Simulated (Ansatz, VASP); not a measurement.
## Two plane-wave programs on CuSi

```
CELL_PARAMETERS angstrom
2.63888 0.00000 0.00000
-1.31944 2.28534 0.00000
0.00000 0.00000 4.30313
ATOMIC_POSITIONS crystal
Si 0.33333 0.66667 0.00000
Cu 0.66667 0.33333 0.50000
```

Alike in both runs: functional PBE; k mesh 6 × 6 × 4; occupations gaussian, width 0.1 eV; no spin polarisation.

Ansatz relaxed the structure, and its values are those at the end. VASP's run is a single point on that final structure, the one shown.

```csv
,VASP,Ansatz
version,VASP 6.6.1,Ansatz 0.2.0
potentials or method,"VASP PAW PBE potentials, release 64 (Si, Cu), cutoff 520 eV","scalar-relativistic, plane waves, PAW"
valence electrons in the cell,15,23
```

Ansatz gave:

```
gap on the k mesh at the Fermi level (eV) : none
pressure (GPa)                            : 0.0
```

Task: Estimate VASP's values.

Result: gap on the k mesh at the Fermi level (eV): none; pressure (GPa): 0.1.

A gap of «none» marks a metal or a gap that the smearing closes. The functional is the same, so the differences come from potentials, cutoffs and numerics. VASP's potentials hold 15 valence electrons a cell and Ansatz's 23, so a difference there can come from the potentials and not from the codes.

The k mesh is coarse, so the values compare programs but aren't converged.
